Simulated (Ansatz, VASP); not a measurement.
## KBr: VASP beside Ansatz

Contents of INCAR:

```
SYSTEM = KBr
  ALGO = Normal
  EDIFF = 1E-7
  ENCUT = 520
  GGA = PE
  GGA_COMPAT = .False.
  ISIF = 2
  ISMEAR = -1
  LASPH = .True.
  LCHARG = .False.
  LORBIT = 11
  LORBMOM = .True.
  LREAL = .False.
  LSORBIT = .True.
  LWAVE = .False.
  MAGMOM = 0 0 0 0 0 0
  NBANDS = 28
  NELM = 150
  PREC = Accurate
  SIGMA = 0.05
```

KPOINTS

```
k-points
0
Gamma
  5 5 5
  0 0 0
```

The input POSCAR:

```
KBr
1.0
    0.0000000000      3.3000000000      3.3000000000
    3.3000000000      0.0000000000      3.3000000000
    3.3000000000      3.3000000000      0.0000000000
Br K
1 1
Direct
    0.5000000000      0.5000000000      0.5000000000
    0.0000000000      0.0000000000      0.0000000000
```

input.yaml

```yaml
crystal:
  lattice:
    - [0.0, 3.3, 3.3]
    - [3.3, 0.0, 3.3]
    - [3.3, 3.3, 0.0]
  atoms:
    - { symbol: Br, position: [0.5, 0.5, 0.5] }
    - { symbol: K, position: [0.0, 0.0, 0.0] }
kpoints:
  mp_grid: { grid: [5, 5, 5] }
  band_path:
    path:
      - [0.0, 0.0, 0.0]
      - [0.5, 0.0, 0.5]
      - [0.5, 0.25, 0.75]
      - [0.375, 0.375, 0.75]
      - [0.0, 0.0, 0.0]
      - [0.5, 0.5, 0.5]
      - [0.625, 0.25, 0.625]
      - [0.5, 0.25, 0.75]
    npoints: 8
scf:
  occupations: { method: fermi_dirac, width: 0.05 }
hamiltonian:
  xc: pbe
  pseudopotentials: { kind: all_electron, lapw: { basis_error: 0.001 } }
magnetization:
  noncollinear: true
  spin_orbit: true
output:
  forces: true
  stress: true
  eigenvalues: true
```

Alike in both runs: functional PBE; k mesh 5 × 5 × 5; occupations fermi-dirac, width 0.05 eV; non-collinear spin, spin-orbit coupling.

```csv
,VASP,Ansatz
version,VASP 6.6.1,Ansatz 0.2.0
potentials or method,"VASP PAW PBE potentials, release 64 (Br, K_sv), cutoff 520 eV","all-electron LAPW, relativistic spinors"
task,single point,band structure
```

|  | VASP | Ansatz | Ansatz less VASP |
| --- | --- | --- | --- |
| pressure (GPa) | 0.8 | 0.7 | -0.04 |

Ansatz ran all-electron here, and VASP with PAW potentials.
